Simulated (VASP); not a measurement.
# AlNi (Cmmm) in VASP: a series of runs, part 2 of 2

VASP 6.6.1.

## (5) Single point, r2SCAN, collinear spin, ferromagnetic start

This run uses another cell than the first one, of 12.03 Å³/atom, 1.079 times its volume.

Input file POSCAR:

```
AlNi
1.0
    1.9547169911     -1.9693327982      0.0000000000
    1.9547169911      1.9693327982      0.0000000000
    0.0000000000      0.0000000000      3.1250462856
Al Ni
1 1
Direct
    0.0000000000      0.0000000000      0.0000000000
    0.5000000000      0.5000000000      0.5000000000
```

Input file INCAR.step1:

```
SYSTEM = AlNi
PREC     = Accurate       ! precision mode
ENCUT    = 520            ! plane-wave cutoff, eV
ISMEAR   = -1             ! smearing method
SIGMA    = 0.15           ! smearing width, eV
LREAL    = .FALSE.        ! projectors in reciprocal space
LASPH    = .TRUE.         ! aspherical terms in the spheres
NELM     = 150            ! most SCF steps
ISPIN    = 2              ! spin polarisation
MAGMOM   = 0 1            ! initial moments
LMAXMIX  = 4              ! l up to which the mixer works
NBANDS   = 18             ! bands
GGA      = PE             ! functional
ALGO     = Normal         ! electronic algorithm
EDIFF    = 1E-4           ! SCF threshold, eV
LWAVE    = .TRUE.         ! write WAVECAR
LCHARG   = .FALSE.        ! write CHGCAR
```

Input file INCAR.step2:

```
SYSTEM = AlNi
PREC     = Accurate       ! precision mode
ENCUT    = 520            ! plane-wave cutoff, eV
EDIFF    = 1E-7           ! SCF threshold, eV
ISMEAR   = -1             ! smearing method
SIGMA    = 0.15           ! smearing width, eV
LREAL    = .FALSE.        ! projectors in reciprocal space
LASPH    = .TRUE.         ! aspherical terms in the spheres
NELM     = 150            ! most SCF steps
ALGO     = Normal         ! electronic algorithm
ISIF     = 2              ! what is computed and relaxed
LWAVE    = .FALSE.        ! write WAVECAR
LCHARG   = .TRUE.         ! write CHGCAR
ISPIN    = 2              ! spin polarisation
MAGMOM   = 0 1            ! initial moments
LORBIT   = 11             ! projections on sites
LMAXMIX  = 4              ! l up to which the mixer works
METAGGA  = R2SCAN         ! meta-GGA
LMIXTAU  = .TRUE.       
LELF     = .TRUE.         ! ELF
LVHAR    = .TRUE.       
NBANDS   = 18             ! bands
ISTART   = 1
```

Input file KPOINTS:

```
Automatic mesh
0
G
  10 10 9
  0 0 0
```

Potentials or basis: VASP PAW PBE potentials, release 64 (Al, Ni).

Command:

```console
$ cat potpaw_PBE.64/Al/POTCAR potpaw_PBE.64/Ni/POTCAR > POTCAR
$ cp INCAR.step1 INCAR
$ mpirun -np 1 vasp_std > vasp.out
$ cp INCAR.step2 INCAR
$ mpirun -np 1 vasp_std > vasp.out
```

OUTCAR:

```text
SYSTEM = AlNi
   PREC = Accurate
   ENCUT = 520
   EDIFF = 1E-7
   ISMEAR = -1
   LREAL = .FALSE.
   LASPH = .TRUE.
   NELM = 150
   ISIF = 2
   ISPIN = 2
   LORBIT = 11
   METAGGA = R2SCAN
   ISTART = 1

 ion  position               nearest neighbor table
   1  0.000  0.000  0.000-   2 2.50   2 2.50   2 2.50   2 2.50   2 2.51   2 2.51   2 2.51   2 2.51

   2  0.500  0.500  0.500-   1 2.50   1 2.50   1 2.50   1 2.50   1 2.51   1 2.51   1 2.51   1 2.51

  LATTYP: Found a base centered orthorhombic cell.
 ALAT       =     3.9094339822
 B/A-ratio  =     1.0074771986
 C/A-ratio  =     0.7993602910

  Lattice vectors:

 A1 = (   1.9547169911,  -1.9693327982,   0.0000000000)
 A2 = (   1.9547169911,   1.9693327982,   0.0000000000)
 A3 = (   0.0000000000,   0.0000000000,   3.1250462856)

Analysis of symmetry for initial positions (statically):
=====================================================================
 Subroutine PRICEL returns:
 Original cell was already a primitive cell.

 Routine SETGRP: Setting up the symmetry group for a
[... 1202 lines left out ...]
     17      33.9322      0.00000
     18      34.8619      0.00000

 [... further k-points ...]

------------------------ aborting loop because EDIFF is reached ----------------------------------------

  FORCE on cell =-STRESS in cart. coord.  units (eV):
  Direction    XX          YY          ZZ          XY          YZ          ZX
  --------------------------------------------------------------------------------------
  -------------------------------------------------------------------------------------
  Total       -0.0783849     -0.3131760     -1.2070565      0.0000000      0.0000000      0.0000000
  in kB       -5.2197985    -20.8549695    -80.3801368      0.0000000      0.0000000      0.0000000
  external PRESSURE =     -35.4849683 kB  Pullay stress =       0.0000000 kB

 VOLUME and BASIS-vectors are now :
 -----------------------------------------------------------------------------
  energy-cutoff  :      520.00
  volume of cell :       24.06
      direct lattice vectors                 reciprocal lattice vectors
     1.954716991 -1.969332798  0.000000000     0.255791504 -0.253893095  0.000000000
     1.954716991  1.969332798  0.000000000     0.255791504  0.253893095  0.000000000
     0.000000000  0.000000000  3.125046286     0.000000000  0.000000000  0.319995260

 POSITION                                       TOTAL-FORCE (eV/Angst)
 -----------------------------------------------------------------------------------
      0.00000      0.00000      0.00000         0.000000      0.000000      0.000000
      1.95472      0.00000      1.56252        -0.000000      0.000000      0.000000
 -----------------------------------------------------------------------------------
    total drift:                                0.000000     -0.000000     -0.000000

  FREE ENERGIE OF THE ION-ELECTRON SYSTEM (eV)
  ---------------------------------------------------
  free  energy   TOTEN  =       -20.0481094626 eV

  energy  without entropy=      -19.9823059045  energy(sigma->0) =      -20.01520768

 total charge

# of ion       s       p       d       tot
------------------------------------------
    1        0.382   0.426   0.000   0.808
    2        0.486   0.538   8.470   9.494
--------------------------------------------------
tot          0.868   0.964   8.470  10.302

 magnetization (x)

# of ion       s       p       d       tot
------------------------------------------
    1       -0.000  -0.000   0.000  -0.000
    2        0.000  -0.000   0.000   0.000
--------------------------------------------------
tot         -0.000  -0.000   0.000   0.000
```

OUTCAR.step1:

```text
SYSTEM = AlNi
   PREC = Accurate
   ENCUT = 520
   ISMEAR = -1
   LREAL = .FALSE.
   LASPH = .TRUE.
[... 1255 lines left out ...]
      0.00000      0.00000      0.00000         0.000000     -0.000000      0.000000
      1.95472      0.00000      1.56252        -0.000000      0.000000      0.000000
 -----------------------------------------------------------------------------------
    total drift:                                0.000000     -0.000000     -0.000000

  FREE ENERGIE OF THE ION-ELECTRON SYSTEM (eV)
  ---------------------------------------------------
  free  energy   TOTEN  =       -10.5312489591 eV

  energy  without entropy=      -10.4645642837  energy(sigma->0) =      -10.49790662
```

Wall time 3.8 min (1 thread of Intel Xeon Platinum 8488C (Sapphire Rapids), shared host); peak memory 0.23 GiB.

Results:

- Free energy: -20.0481 eV
- Pressure: -3.5 GPa
- Net moment: 0.00 μB per cell
- Valence electrons inside the program's atomic spheres: Al 0.81; Ni 9.49

Stress tensor (GPa, compression positive):
```
-0.52  0.00  0.00
 0.00 -2.09  0.00
 0.00  0.00 -8.04
```

Caveat: the PAW data sets were made with another functional, which shifts forces and pressure a little.

## (6) Single point, r2SCAN, collinear spin, ferromagnetic start

This run uses another cell than the first one, of 12.32 Å³/atom, 1.105 times its volume.

Input file POSCAR:

```
AlNi
1.0
    1.9704815186     -1.9852152002      0.0000000000
    1.9704815186      1.9852152002      0.0000000000
    0.0000000000      0.0000000000      3.1502493602
Al Ni
1 1
Direct
    0.0000000000      0.0000000000      0.0000000000
    0.5000000000      0.5000000000      0.5000000000
```

Input file INCAR.step1:

```
SYSTEM = AlNi
ALGO = Normal ; EDIFF = 1E-4
ENCUT = 520 ; GGA = PE
ISMEAR = -1 ; ISPIN = 2
LASPH = .TRUE. ; LCHARG = .FALSE.
LMAXMIX = 4 ; LREAL = .FALSE.
LWAVE = .TRUE. ; MAGMOM = 0 1
NBANDS = 18 ; NELM = 150
PREC = Accurate ; SIGMA = 0.15
```

Input file INCAR.step2:

```
SYSTEM = AlNi
ALGO = Normal ; EDIFF = 1E-6
ENCUT = 520 ; ISIF = 2
ISMEAR = -1 ; ISPIN = 2
ISTART = 1 ; LASPH = .TRUE.
LCHARG = .FALSE. ; LMAXMIX = 4
LMIXTAU = .TRUE. ; LORBIT = 11
LREAL = .FALSE. ; LWAVE = .FALSE.
MAGMOM = 0 1 ; METAGGA = R2SCAN
NBANDS = 18 ; NELM = 150
PREC = Accurate ; SIGMA = 0.15
```

Input file KPOINTS:

```
k-points
0
G
  10 10 9
  0 0 0
```

Potentials or basis: VASP PAW PBE potentials, release 64 (Al, Ni).

Command:

```console
$ cat potpaw_PBE.64/Al/POTCAR potpaw_PBE.64/Ni/POTCAR > POTCAR
$ cp INCAR.step1 INCAR
$ mpirun -np 1 vasp_std > vasp.out
$ cp INCAR.step2 INCAR
$ mpirun -np 1 vasp_std > vasp.out
```

Run time: 3.5 min. Hardware: 1 thread of Intel Xeon Platinum 8488C (Sapphire Rapids), shared host; peak memory 0.23 GiB.

Results (log left out):

| Quantity | Value |
| --- | --- |
| Free energy | -20.0283 eV |
| Pressure | -7.1 GPa |
| Net moment | 0.00 μB per cell |
| Valence electrons inside the program's atomic spheres | Al 0.79; Ni 9.45 |

Stress tensor (GPa, compression positive):
```
 -4.29   0.00   0.00
  0.00  -5.74   0.00
  0.00   0.00 -11.27
```

Levels at points of the mesh, in eV from the Fermi level:
Spin up:
| k point | band 3 | band 4 | band 5 | band 6 | band 7 | band 8 | band 9 | band 10 | band 11 | band 12 |
| --- | --- | --- | --- | --- | --- | --- | --- | --- | --- | --- |
| (0.00, 0.00, 0.00) | -3.17 | -1.65 | -1.63 | -1.41 | 3.01 | 7.19 | 7.24 | 7.29 | 8.79 | 15.00 |
| (0.50, 0.00, 0.00) | -2.72 | -2.71 | -2.09 | -1.52 | -0.38 | 8.00 | 8.19 | 9.51 | 11.96 | 12.99 |
| (0.50, 0.50, 0.00) | -2.52 | -2.41 | -2.40 | -2.40 | -0.83 | 2.20 | 3.23 | 11.16 | 13.91 | 13.91 |
Spin down:
| k point | band 5 | band 6 | band 7 | band 8 | band 9 | band 10 |
| --- | --- | --- | --- | --- | --- | --- |
| (0.00, 0.00, 0.00) | -1.63 | -1.41 | 3.01 | 7.19 | 7.24 | 7.29 |
| (0.50, 0.00, 0.00) | -2.09 | -1.52 | -0.38 | 8.00 | 8.19 | 9.51 |
| (0.50, 0.50, 0.00) | -2.40 | -2.40 | -0.83 | 2.20 | 3.23 | 11.16 |

Caveat: the PAW data sets were made with another functional, which shifts forces and pressure a little.

## (7) Single point, r2SCAN, collinear spin, ferromagnetic start

This run uses another cell than the first one, of 12.62 Å³/atom, 1.132 times its volume.

Input file POSCAR:

```
AlNi
1.0
    1.9859977599     -2.0008474595      0.0000000000
    1.9859977599      2.0008474595      0.0000000000
    0.0000000000      0.0000000000      3.1750554946
Al Ni
1 1
Direct
    0.0000000000      0.0000000000      0.0000000000
    0.5000000000      0.5000000000      0.5000000000
```

Input file INCAR.step1:

```
PREC = Accurate ; ENCUT = 520
ISMEAR = -1 ; SIGMA = 0.15
LREAL = F ; LASPH = T
NELM = 150 ; ISPIN = 2
MAGMOM = 0 1 ; LMAXMIX = 4
NBANDS = 18 ; GGA = PE
ALGO = Normal ; EDIFF = 1E-4
LWAVE = T ; LCHARG = F
```

Input file INCAR.step2:

```
PREC = Accurate ; ENCUT = 520
EDIFF = 1E-6 ; ISMEAR = -1
SIGMA = 0.15 ; LREAL = F
LASPH = T ; NELM = 150
ALGO = Normal ; ISIF = 2
LWAVE = F ; LCHARG = T
ISPIN = 2 ; MAGMOM = 0 1
LORBIT = 11 ; LMAXMIX = 4
METAGGA = R2SCAN ; LMIXTAU = T
LELF = T ; LVHAR = T
NBANDS = 18 ; ISTART = 1
```

Input file KPOINTS:

```
regular mesh
0
Gamma
  10 10 9
```

Command:

```console
$ cat potpaw_PBE.64/Al/POTCAR potpaw_PBE.64/Ni/POTCAR > POTCAR
$ cp INCAR.step1 INCAR
$ mpirun -np 1 vasp_std > vasp.out
$ cp INCAR.step2 INCAR
$ mpirun -np 1 vasp_std > vasp.out
```

Wall time 4.4 min (1 thread of Intel Xeon Platinum 8488C (Sapphire Rapids), shared host); peak memory 0.23 GiB.

It converged, with:

```yaml
Free_energy: -19.9960 eV
Pressure: -10.3 GPa
Net_moment: 0.00 μB per cell
Valence_electrons_inside_the_program's_atomic_spheres: Al 0.78; Ni 9.41
```

Stress tensor (GPa, compression positive):
```
 -7.69   0.00   0.00
  0.00  -9.05   0.00
  0.00   0.00 -14.17
```

Levels at points of the mesh, in eV from the Fermi level:
Spin up:
| k point | band 4 | band 5 | band 6 | band 7 | band 8 | band 9 | band 10 | band 11 |
| --- | --- | --- | --- | --- | --- | --- | --- | --- |
| (0.00, 0.00, 0.00) | -1.60 | -1.58 | -1.36 | 2.96 | 7.10 | 7.11 | 7.16 | 8.71 |
| (0.50, 0.00, 0.00) | -2.63 | -2.03 | -1.47 | -0.37 | 7.92 | 8.15 | 9.30 | 11.82 |
| (0.50, 0.50, 0.00) | -2.35 | -2.33 | -2.33 | -0.81 | 2.15 | 3.10 | 10.93 | 13.73 |
Spin down:
| k point | band 3 | band 4 | band 5 | band 6 | band 7 | band 8 | band 9 | band 10 | band 11 | band 12 |
| --- | --- | --- | --- | --- | --- | --- | --- | --- | --- | --- |
| (0.00, 0.00, 0.00) | -3.06 | -1.60 | -1.58 | -1.36 | 2.96 | 7.10 | 7.11 | 7.16 | 8.71 | 14.60 |
| (0.50, 0.00, 0.00) | -2.63 | -2.63 | -2.03 | -1.47 | -0.37 | 7.92 | 8.15 | 9.30 | 11.82 | 12.72 |
| (0.50, 0.50, 0.00) | -2.47 | -2.35 | -2.33 | -2.33 | -0.81 | 2.15 | 3.10 | 10.93 | 13.73 | 13.74 |

Caveat: the PAW data sets were made with another functional, which shifts forces and pressure a little.

## (8) The runs side by side

| cell | gap on the mesh (eV) | pressure (GPa) | moment (μB) |
| --- | --- | --- | --- |
| a = 2.705, b = 2.705, c = 3.047 Å, angles 90.0, 90.0, 90.4°, 2 atoms | none | 10.8 | 0.00 |
| a = 2.729, b = 2.729, c = 3.073 Å, angles 90.0, 90.0, 90.4°, 2 atoms | none | 5.4 | 0.00 |
| a = 2.752, b = 2.752, c = 3.099 Å, angles 90.0, 90.0, 90.4°, 2 atoms | none | 0.6 | 0.00 |
| a = 2.775, b = 2.775, c = 3.125 Å, angles 90.0, 90.0, 90.4°, 2 atoms | none | -3.5 | 0.00 |
| a = 2.797, b = 2.797, c = 3.150 Å, angles 90.0, 90.0, 90.4°, 2 atoms | none | -7.1 | 0.00 |
| a = 2.819, b = 2.819, c = 3.175 Å, angles 90.0, 90.0, 90.4°, 2 atoms | none | -10.3 | 0.00 |

Alike in all rows: task single point; level r2SCAN; potentials or basis VASP PAW PBE potentials, release 64 (Al, Ni); spin collinear, ferromagnetic start; k mesh 10 × 10 × 9; cutoff (eV) 520; smearing fermi-dirac 0.15 eV.

Caveats: the PAW data sets were made with another functional, which shifts forces and pressure a little.

Absolute energies hang on the potentials; compare differences alone.
